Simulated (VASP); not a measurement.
Here is a VASP 6.6.1 calculation.

INCAR

```
SYSTEM = TiO2
PREC = Accurate
ENCUT = 520
EDIFF = 1E-7
ISMEAR = 0
SIGMA = 0.02
LREAL = .False.
LASPH = .True.
NELM = 60
ALGO = Normal
ISIF = 2
LWAVE = .False.
LCHARG = .True.
GGA = PE
LELF = .True.
LVHAR = .True.
NBANDS = 19
```

The input KPOINTS:

```
Automatic mesh
0
Gamma
  12 12 6
  0 0 0
```

File POSCAR:

```
TiO2
1.0
    2.8820627593      0.0000000000      0.0000000000
   -1.4410313797      2.4959395649      0.0000000000
    0.0000000000      0.0000000000      6.0206687151
Ti O
1 2
Direct
    0.0000000000      0.0000000000      0.0000000000
    0.3333333333      0.6666666667      0.1871110900
    0.3333333333      0.6666666667      0.8128889100
```

Potentials or basis: VASP PAW PBE potentials, release 64 (Ti_sv, O).

The run is started by

```console
$ cat potpaw_PBE.64/Ti_sv/POTCAR potpaw_PBE.64/O/POTCAR > POTCAR
$ mpirun -np 1 vasp_std > vasp.out
```

Problem. Estimate the largest force.

Solution. 0.069 eV/Å.

Problem. What does it give for the pressure?

Solution. 0.6 GPa.

Problem. Estimate the band gap on the k mesh.

Solution. 1.07 eV, indirect (least direct gap 1.29 eV).

Forces on the atoms (eV/Å):
```
Ti   0.000  0.000  0.000
O    0.000  0.000  0.069
O    0.000  0.000 -0.069
```

A k mesh can miss the band edges. As with any semilocal functional, this PBE gap is likely too small.
